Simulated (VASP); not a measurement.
# AlN (P6_3/mmc) in VASP: notebook

The runs below take AlN through single point, with r2SCAN.

Program: VASP 6.6.1. These are calculated values, not measurements. Logs are shortened: lines on timing, memory, paths and dates and some standing lists are left out, and cuts for length are marked.

## Step 1: The cell of the first run

The structure is hexagonal, space group P6_3/mmc (No. 194). Conventional cell: a = 3.356 Å, b = 3.356 Å, c = 4.243 Å, α = 90.00°, β = 90.00°, γ = 120.00°. Within 2.6 Å of Al (site symmetry -6m2) lie 5 N at 1.94 to 2.12 Å. Within 2.6 Å of N (site symmetry -6m2) lie 5 Al at 1.94 to 2.12 Å.

## Step 2: Single point, r2SCAN

The input, POSCAR:

```
AlN
1.0
    3.3557012085      0.0000000000      0.0000000000
   -1.6778506043      2.9061224930      0.0000000000
    0.0000000000      0.0000000000      4.2426688325
Al N
2 2
Direct
    0.3333333333      0.6666666667      0.7500000000
    0.6666666667      0.3333333333      0.2500000000
    0.3333333333      0.6666666667      0.2500000000
    0.6666666667      0.3333333333      0.7500000000
```

The input, INCAR.step1:

```
SYSTEM = AlN
PREC = Accurate ; ENCUT = 520
ISMEAR = 0 ; SIGMA = 0.01
LREAL = .False. ; LASPH = .True.
NELM = 60 ; NBANDS = 16
GGA = PE ; ALGO = Normal
EDIFF = 1E-4 ; LWAVE = .True.
LCHARG = .False.
```

The input, INCAR.step2:

```
SYSTEM = AlN
PREC = Accurate ; ENCUT = 520
EDIFF = 1E-7 ; ISMEAR = 0
SIGMA = 0.01 ; LREAL = .False.
LASPH = .True. ; NELM = 60
ALGO = Normal ; ISIF = 2
LWAVE = .False. ; LCHARG = .True.
METAGGA = R2SCAN ; LMIXTAU = .True.
LELF = .True. ; LVHAR = .True.
NBANDS = 16 ; ISTART = 1
```

The input, KPOINTS:

```
regular mesh
0
Gamma
  6 6 4
  0 0 0
```

Potentials or basis: VASP PAW PBE potentials, release 64 (Al, N).

Launch:

```bash
$ cat potpaw_PBE.64/Al/POTCAR potpaw_PBE.64/N/POTCAR > POTCAR
$ cp INCAR.step1 INCAR
$ mpirun -np 1 vasp_std > vasp.out
$ cp INCAR.step2 INCAR
$ mpirun -np 1 vasp_std > vasp.out
```

OUTCAR:

```text
SYSTEM = AlN
   PREC = Accurate
   ENCUT = 520
   EDIFF = 1E-7
   ISMEAR = 0
   LREAL = .False.
   LASPH = .True.
   NELM = 60
   ISIF = 2
   METAGGA = R2SCAN
   ISTART = 1

 ion  position               nearest neighbor table
   1  0.333  0.667  0.750-   4 1.94   4 1.94   4 1.94   3 2.12   3 2.12   2 2.87   2 2.87   2 2.87
                             2 2.87   2 2.87   2 2.87
   2  0.667  0.333  0.250-   3 1.94   3 1.94   3 1.94   4 2.12   4 2.12   1 2.87   1 2.87   1 2.87
                             1 2.87   1 2.87   1 2.87
   3  0.333  0.667  0.250-   2 1.94   2 1.94   2 1.94   1 2.12   1 2.12
   4  0.667  0.333  0.750-   1 1.94   1 1.94   1 1.94   2 2.12   2 2.12

  LATTYP: Found a hexagonal cell.
 ALAT       =     3.3557012085
 C/A-ratio  =     1.2643166268

  Lattice vectors:

 A1 = (   3.3557012085,   0.0000000000,   0.0000000000)
 A2 = (  -1.6778506043,   2.9061224930,   0.0000000000)
 A3 = (   0.0000000000,   0.0000000000,   4.2426688325)

Analysis of symmetry for initial positions (statically):
=====================================================================
 Subroutine PRICEL returns:
 Original cell was already a primitive cell.

 Routine SETGRP: Setting up the symmetry group for a
 hexagonal supercell.

 Subroutine GETGRP returns: Found 24 space group operations
 (whereof 12 operations were pure point group operations)
 out of a pool of 24 trial point group operations.

The static configuration has the point symmetry D_3d.
 The point group associated with its full space group is D_6h.

Analysis of symmetry for dynamics (positions and initial velocities):
=====================================================================
 Subroutine PRICEL returns:
 Original cell was already a primitive cell.

 Routine SETGRP: Setting up the symmetry group for a
 hexagonal supercell.

 Subroutine GETGRP returns: Found 24 space group operations
 (whereof 12 operations were pure point group operations)
 out of a pool of 24 trial point group operations.

The dynamic configuration has the point symmetry D_3d.
 The point group associated with its full space group is D_6h.

 Subroutine INISYM returns: Found 24 space group operations
 (whereof 12 operations are pure point group operations),
 and found     1 'primitive' translations
[... 92 lines left out ...]
   LASPH  =      T    aspherical Exc in radial PAW
   ENCUT  =  520.0 eV  38.22 Ry    6.18 a.u.   6.24  6.24  7.89*2*pi/ulx,y,z
   NELM   =     60;   NELMIN=  2; NELMDL=  0     # of ELM steps
   EDIFF  = 0.1E-06   stopping-criterion for ELM
   LREAL  =      F    real-space projection
   EDIFFG = 0.1E-05   stopping-criterion for IOM
   NSW    =      0    number of steps for IOM
   IBRION =     -1    ionic relax: 0-MD 1-quasi-New 2-CG
   NFREE  =      0    steps in history (QN), initial steepest desc. (CG)
   ISIF   =      2    stress and relaxation
   ISYM   =      2    0-nonsym 1-usesym 2-fastsym
   POTIM  = 0.5000    time-step for ionic-motion
   TEBEG  =    0.0;   TEEND  =   0.0 temperature during run
   PSTRESS=    0.0 pullay stress
   NELECT =      16.0000    total number of electrons
   NUPDOWN=      -1.0000    fix difference up-down
   EMIN   =  10.00;   EMAX   =-10.00  energy-range for DOS
   EFERMI =   0.00;   METHOD = LEGACY
   ISMEAR =     0;   SIGMA  =   0.01  broadening in eV -4-tet -1-fermi 0-gaus
   EFERMI_NEDOS =   21; number of points for ismear=-14 and -15
   IALGO  =     38    algorithm
   IMIX   =      4    mixing-type and parameters
     AMIX     =   0.40;   BMIX     =  1.00
     AMIX_MAG =   1.60;   BMIX_MAG =  1.00
  volume/ion in A,a.u.               =      10.34        69.80
  Fermi-wavevector in a.u.,A,eV,Ry     =   1.192713  2.253901 19.355171  1.422565
  Thomas-Fermi vector in A             =   2.328745
   LORBIT       =      0    0 simple, 1 ext, 2 COOP (PROOUT), +10 PAW based schemes
   METAGGA = R2SCAN    functional components
   LHFCALC =     F    Hartree Fock is set to
   AEXX    =    0.0000 exact exchange contribution
   IVDW    =     0    specifies the selected vdW correction
   LEPSILON=     F    determine dielectric tensor
   LRPA    =     F    only Hartree local field effects (RPA)
 non-spin polarized calculation
 Gauss-broadening in eV      SIGMA  =   0.01
  energy-cutoff  :      520.00
  volume of cell :       41.37
 maximum number of plane-waves:      1132
 NGX is ok and might be reduce to    28
   NGX = 13   NGY = 13   NGZ = 15

 number of electron      15.9999998 magnetization

 Free energy of the ion-electron system (eV)
  ---------------------------------------------------
  ext. energy  EPLUGINS =         0.00000000
  ---------------------------------------------------
  free energy    TOTEN  =       -37.90057844 eV

  energy without entropy =      -37.90057844  energy(sigma->0) =      -37.90057844

 E-fermi :   7.4713     XC(G=0): -11.5170

 val. band max:        7.3337240527   @ k =   0.0000   0.0000   0.0000
 cond. band min:      10.8814274194   @ k =   0.0000   0.0000   0.0000
 fundamental gap:      3.5477033667
 Fermi energy:         7.4713264579

 k-point     1 :       0.0000    0.0000    0.0000
  band No.  band energies     occupation
      1     -10.0138      2.00000
      2      -6.5880      2.00000
      3       0.5141      2.00000
      4       4.0348      2.00000
      5       4.0348      2.00000
      6       5.7049      2.00000
[... 376 lines left out ...]
      3       0.5351      2.00000
      4       0.5351      2.00000
      5       2.2774      2.00000
      6       2.2774      2.00000
[... 8 lines left out ...]
     15      20.5659      0.00000
     16      20.5659      0.00000

------------------------ aborting loop because EDIFF is reached ----------------------------------------

  FORCE on cell =-STRESS in cart. coord.  units (eV):
  Direction    XX          YY          ZZ          XY          YZ          ZX
  --------------------------------------------------------------------------------------
  -------------------------------------------------------------------------------------
  Total       -3.4755087     -3.4755087     -3.1873795      0.0000000      0.0000000      0.0000000
  in kB     -134.5837509   -134.5837508   -123.4263900      0.0000000      0.0000000      0.0000000
  external PRESSURE =    -130.8646305 kB  Pullay stress =       0.0000000 kB

 VOLUME and BASIS-vectors are now :
 -----------------------------------------------------------------------------
  energy-cutoff  :      520.00
  volume of cell :       41.37
      direct lattice vectors                 reciprocal lattice vectors
     3.355701209  0.000000000  0.000000000     0.298000310  0.172050559  0.000000000
    -1.677850604  2.906122493  0.000000000     0.000000000  0.344101118  0.000000000
     0.000000000  0.000000000  4.242668832     0.000000000  0.000000000  0.235700697

 POSITION                                       TOTAL-FORCE (eV/Angst)
 -----------------------------------------------------------------------------------
     -0.00000      1.93741      3.18200         0.000000     -0.000000      0.000000
      1.67785      0.96871      1.06067        -0.000000      0.000000      0.000000
     -0.00000      1.93741      1.06067         0.000000     -0.000000      0.000000
      1.67785      0.96871      3.18200         0.000000      0.000000      0.000000
 -----------------------------------------------------------------------------------
    total drift:                               -0.000000      0.000000      0.000000

  FREE ENERGIE OF THE ION-ELECTRON SYSTEM (eV)
  ---------------------------------------------------
  free  energy   TOTEN  =       -37.9005784449 eV

  energy  without entropy=      -37.9005784449  energy(sigma->0) =      -37.90057844
```

OUTCAR.step1:

```text
SYSTEM = AlN
   PREC = Accurate
   ENCUT = 520
   ISMEAR = 0
   LREAL = .False.
   LASPH = .True.
   NELM = 60
[... 626 lines left out ...]
      1.67785      0.96871      1.06067        -0.000000     -0.000000      0.000000
     -0.00000      1.93741      1.06067         0.000000     -0.000000      0.000000
      1.67785      0.96871      3.18200        -0.000000      0.000000      0.000000
 -----------------------------------------------------------------------------------
    total drift:                               -0.000000      0.000000      0.000000

  FREE ENERGIE OF THE ION-ELECTRON SYSTEM (eV)
  ---------------------------------------------------
  free  energy   TOTEN  =       -29.2808959647 eV

  energy  without entropy=      -29.2808959647  energy(sigma->0) =      -29.28089596
```

Wall time 47 s (1 thread of Intel Xeon 6975P-C, shared host); peak memory 0.17 GiB.

Results:

```
Free energy            : -37.9006 eV
Pressure               : -13.1 GPa
Band gap on the k mesh : 3.55 eV, direct
```

Caveat: the PAW data sets were made with another functional, which shifts forces and pressure a little.

## Step 3: Single point, r2SCAN

This run uses another cell than the first one, of 10.74 Å³/atom, 1.038 times its volume.

The input, POSCAR:

```
AlN
1.0
    3.3981829488      0.0000000000      0.0000000000
   -1.6990914744      2.9429127592      0.0000000000
    0.0000000000      0.0000000000      4.2963792031
Al N
2 2
Direct
    0.3333333333      0.6666666667      0.7500000000
    0.6666666667      0.3333333333      0.2500000000
    0.3333333333      0.6666666667      0.2500000000
    0.6666666667      0.3333333333      0.7500000000
```

The input, INCAR.step1:

```
SYSTEM = AlN
PREC = Accurate
ENCUT = 520
ISMEAR = 0
SIGMA = 0.01
LREAL = .FALSE.
LASPH = .TRUE.
NELM = 80
NBANDS = 16
GGA = PE
ALGO = Normal
EDIFF = 1E-4
LWAVE = .TRUE.
LCHARG = .FALSE.
```

The input, INCAR.step2:

```
SYSTEM = AlN
PREC = Accurate
ENCUT = 520
EDIFF = 1E-7
ISMEAR = 0
SIGMA = 0.01
LREAL = .FALSE.
LASPH = .TRUE.
NELM = 80
ALGO = Normal
ISIF = 2
LWAVE = .FALSE.
LCHARG = .FALSE.
METAGGA = R2SCAN
LMIXTAU = .TRUE.
NBANDS = 16
ISTART = 1
```

The input, KPOINTS:

```
Automatic mesh
0
G
  6 6 4
  0 0 0
```

Potentials or basis: VASP PAW PBE potentials, release 64 (Al, N).

Launch:

```bash
$ cat potpaw_PBE.64/Al/POTCAR potpaw_PBE.64/N/POTCAR > POTCAR
$ cp INCAR.step1 INCAR
$ mpirun -np 1 vasp_std > vasp.out
$ cp INCAR.step2 INCAR
$ mpirun -np 1 vasp_std > vasp.out
```

Wall time 45 s (1 thread of Intel Xeon 6975P-C, shared host); peak memory 0.17 GiB.

It converged, with:

```
Free energy            : -37.7404 eV
Pressure               : -19.2 GPa
Band gap on the k mesh : 3.25 eV, direct
```

Stress tensor (GPa, compression positive):
```
-20.04   0.00   0.00
  0.00 -20.04   0.00
  0.00   0.00 -17.54
```

Levels at points of the mesh, in eV from the valence-band top:
| k point | band 5 | band 6 | band 7 | band 8 | band 9 | band 10 | band 11 | band 12 |
| --- | --- | --- | --- | --- | --- | --- | --- | --- |
| (0.00, 0.00, 0.00) | -3.19 | -1.56 | -1.56 | 0.00 | 3.25 | 4.55 | 8.60 | 8.60 |
| (0.50, 0.00, 0.00) | -4.35 | -4.25 | -2.72 | -1.45 | 4.30 | 7.12 | 7.72 | 9.51 |
| (0.00, 0.00, 0.50) | -2.41 | -2.41 | -2.41 | -2.41 | 5.80 | 5.80 | 8.79 | 8.79 |
| (0.50, 0.00, 0.50) | -3.15 | -3.15 | -1.64 | -1.64 | 5.42 | 5.42 | 9.48 | 9.48 |

Caveat: the PAW data sets were made with another functional, which shifts forces and pressure a little. r2SCAN opens gaps a little over a GGA but as a rule still falls short of measured ones.

## Step 4: Single point, r2SCAN

This run uses another cell than the first one, of 11.14 Å³/atom, 1.077 times its volume.

The input, POSCAR:

```
AlN
1.0
    3.4396282889      0.0000000000      0.0000000000
   -1.7198141445      2.9788054766      0.0000000000
    0.0000000000      0.0000000000      4.3487792357
Al N
2 2
Direct
    0.3333333333      0.6666666667      0.7500000000
    0.6666666667      0.3333333333      0.2500000000
    0.3333333333      0.6666666667      0.2500000000
    0.6666666667      0.3333333333      0.7500000000
```

The input, INCAR.step1:

```
SYSTEM = AlN
  PREC = Accurate
  ENCUT = 520
  ISMEAR = 0
  SIGMA = 0.01
  LREAL = .False.
  LASPH = .True.
  NELM = 60
  NBANDS = 16
  GGA = PE
  ALGO = Normal
  EDIFF = 1E-4
  LWAVE = .True.
  LCHARG = .False.
```

The input, INCAR.step2:

```
SYSTEM = AlN
  PREC = Accurate
  ENCUT = 520
  EDIFF = 1E-6
  ISMEAR = 0
  SIGMA = 0.01
  LREAL = .False.
  LASPH = .True.
  NELM = 60
  ALGO = Normal
  ISIF = 2
  LWAVE = .False.
  LCHARG = .False.
  METAGGA = R2SCAN
  LMIXTAU = .True.
  NBANDS = 16
  ISTART = 1
```

The input, KPOINTS:

```
regular mesh
0
Gamma
  6 6 4
  0 0 0
```

Launch:

```bash
$ cat potpaw_PBE.64/Al/POTCAR potpaw_PBE.64/N/POTCAR > POTCAR
$ cp INCAR.step1 INCAR
$ mpirun -np 1 vasp_std > vasp.out
$ cp INCAR.step2 INCAR
$ mpirun -np 1 vasp_std > vasp.out
```

Wall time 39 s (1 thread of Intel Xeon 6975P-C, shared host); peak memory 0.16 GiB.

Results (log left out):

| Item | Value |
| --- | --- |
| Free energy | -37.5251 eV |
| Pressure | -24.2 GPa |
| Band gap on the k mesh | 2.97 eV, direct |

Stress tensor (GPa, compression positive):
```
-25.40   0.00   0.00
  0.00 -25.40   0.00
  0.00   0.00 -21.75
```

Levels at points of the mesh, in eV from the valence-band top:
| k point | band 4 | band 5 | band 6 | band 7 | band 8 | band 9 | band 10 | band 11 | band 12 | band 13 |
| --- | --- | --- | --- | --- | --- | --- | --- | --- | --- | --- |
| (0.00, 0.00, 0.00) | -3.09 | -3.09 | -1.49 | -1.49 | 0.00 | 2.97 | 4.26 | 8.40 | 8.40 | 11.18 |
| (0.50, 0.00, 0.00) | -4.38 | -4.21 | -4.18 | -2.61 | -1.41 | 4.19 | 6.78 | 7.66 | 9.16 | 9.68 |
| (0.00, 0.00, 0.50) | -3.65 | -2.33 | -2.33 | -2.33 | -2.33 | 5.56 | 5.56 | 8.62 | 8.62 | 8.62 |
| (0.50, 0.00, 0.50) | -6.81 | -3.05 | -3.05 | -1.57 | -1.57 | 5.28 | 5.28 | 9.20 | 9.20 | 11.07 |

Caveat: the PAW data sets were made with another functional, which shifts forces and pressure a little. r2SCAN opens gaps a little over a GGA but as a rule still falls short of measured ones.

## Step 5: Overview

| cell | gap on the mesh (eV) | pressure (GPa) |
| --- | --- | --- |
| a = 3.356, b = 3.356, c = 4.243 Å, angles 90.0, 90.0, 120.0°, 4 atoms | 3.55 | -13.1 |
| a = 3.398, b = 3.398, c = 4.296 Å, angles 90.0, 90.0, 120.0°, 4 atoms | 3.25 | -19.2 |
| a = 3.440, b = 3.440, c = 4.349 Å, angles 90.0, 90.0, 120.0°, 4 atoms | 2.97 | -24.2 |

Alike in all rows: task single point; level r2SCAN; potentials or basis VASP PAW PBE potentials, release 64 (Al, N); no spin polarisation; k mesh 6 × 6 × 4; cutoff (eV) 520; smearing gaussian 0.01 eV.

Caveats: the PAW data sets were made with another functional, which shifts forces and pressure a little.

Absolute energies hang on the potentials; compare differences alone.
